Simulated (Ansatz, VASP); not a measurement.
**AlNi3 in VASP and in Ansatz**

```
CELL_PARAMETERS angstrom
0.00000 2.78308 2.78308
2.78308 0.00000 2.78308
2.78308 2.78308 0.00000
ATOMIC_POSITIONS crystal
Ni 0.75000 0.75000 0.75000
Ni 0.00000 0.00000 0.00000
Ni 0.25000 0.25000 0.25000
Al 0.50000 0.50000 0.50000
```

Alike in both runs: task single point; functional LDA; k mesh 8 × 8 × 8; occupations fermi-dirac, width 0.05 eV; collinear spin.

```csv
,VASP,Ansatz
version,VASP 6.6.1,Ansatz 0.2.0
potentials or method,"VASP PAW LDA potentials, release 64 (Ni, Al)",Ansatz PAW
plane-wave cutoff (eV),520,420
valence electrons in the cell,33,57
```

VASP gave:

| Item | Value |
| --- | --- |
| gap on the k mesh at the Fermi level (eV) | none |
| pressure (GPa) | -3.2 |
| net moment per atom (μB) | 0.00 |

Q: What did Ansatz give for the same quantities?

A: gap on the k mesh at the Fermi level (eV): none; pressure (GPa): -3.4; net moment per atom (μB): 0.00.

LDA's correlation is that of Perdew and Zunger in VASP and of Perdew and Wang (1992) in Ansatz. A gap of «none» marks a metal or a gap that the smearing closes. VASP's potentials hold 33 valence electrons a cell and Ansatz's 57, so a difference there can come from the potentials and not from the codes.
